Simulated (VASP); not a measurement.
Wanted: the native input for a VASP 6.6.1 run.

```yaml
Task: single point
Functional: PBE
Potentials_or_basis: VASP PAW PBE potentials, release 64 (Ga_d, N)
Cutoff: 520 eV
k_mesh: 15 × 15 × 15
Occupations: fermi-dirac, width 0.08 eV
Spin: no spin polarisation
Dipole_correction: no
Further_INCAR_settings: ALGO = Normal; EDIFF = 1e-07; NBANDS = 16
```

The structure of GaN (CsCl type) lies in POSCAR:

```
GaN
1.0
    2.5698769780      0.0000000000      0.0000000000
    0.0000000000      2.5698769780      0.0000000000
    0.0000000000      0.0000000000      2.5698769780
Ga N
1 1
Direct
    0.0000000000      0.0000000000      0.0000000000
    0.5000000000      0.5000000000      0.5000000000
```

These files were run (other wordings do the same):

INCAR

```
SYSTEM = GaN
PREC     = Accurate       ! precision mode
ENCUT    = 520            ! plane-wave cutoff, eV
EDIFF    = 1E-7           ! SCF threshold, eV
ISMEAR   = -1             ! smearing method
SIGMA    = 0.08           ! smearing width, eV
LREAL    = .FALSE.        ! projectors in reciprocal space
LASPH    = .TRUE.         ! aspherical terms in the spheres
NELM     = 100            ! most SCF steps
ALGO     = Normal         ! electronic algorithm
ISIF     = 2              ! what is computed and relaxed
LWAVE    = .FALSE.        ! write WAVECAR
LCHARG   = .TRUE.         ! write CHGCAR
GGA      = PE             ! functional
LELF     = .TRUE.         ! ELF
LVHAR    = .TRUE.       
NBANDS   = 16             ! bands
```

KPOINTS

```
Automatic mesh
0
G
  15 15 15
  0 0 0
```

Potentials or basis: VASP PAW PBE potentials, release 64 (Ga_d, N).

Run with:

```console
$ cat potpaw_PBE.64/Ga_d/POTCAR potpaw_PBE.64/N/POTCAR > POTCAR
$ mpirun -np 1 vasp_std > vasp.out
```

Results of the run:

The pressure is 46.2 GPa and the band gap on the k mesh is zero (band 9 reaches 10.65 eV, above the bottom of band 10 at 9.18 eV).

Wall time 15 s on 1 thread of Intel(R) Xeon(R) 6975P-C (Granite Rapids) (shared host), peak memory 0.14 GiB.
